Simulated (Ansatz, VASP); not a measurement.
**One calculation of ZnPb2N2, two programs**

```
CELL_PARAMETERS angstrom
3.45703 0.00000 0.00000
-1.72852 2.99388 0.00000
0.00000 0.00000 10.46487
ATOMIC_POSITIONS crystal
Zn 0.00000 0.00000 0.50000
Pb 0.66667 0.33333 0.18693
Pb 0.33333 0.66667 0.81307
N 0.00000 0.00000 0.69832
N 0.00000 0.00000 0.30168
```

Alike in both runs: task single point; functional PBE; dispersion D3(BJ); k mesh 9 × 9 × 4; occupations gaussian, width 0.05 eV; no spin polarisation.

```csv
,VASP,Ansatz
version,VASP 6.6.1,Ansatz 0.2.0
potentials or method,"VASP PAW PBE potentials, release 64 (Zn, Pb_d, N), cutoff 520 eV","scalar-relativistic, plane waves, PAW"
valence electrons in the cell,50,50
```

|  | VASP | Ansatz | Ansatz less VASP |
| --- | --- | --- | --- |
| gap on the k mesh at the Fermi level (eV) | 0.89 | 0.89 | +0.003 |
| least direct gap on the mesh (eV) | 1.01 | 1.01 | +0.003 |
| pressure (GPa) | -4.3 | -4.4 | -0.07 |
| traceless stress, the component that is largest in VASP (GPa) | -14.08 | -14.26 | -0.177 |
| rms of the force components (eV/Å) | 0.620 | 0.631 | +0.0112 |

Atom by atom the forces differ by 0.011 eV/Å (rms over components).

Spin-orbit coupling is off throughout.
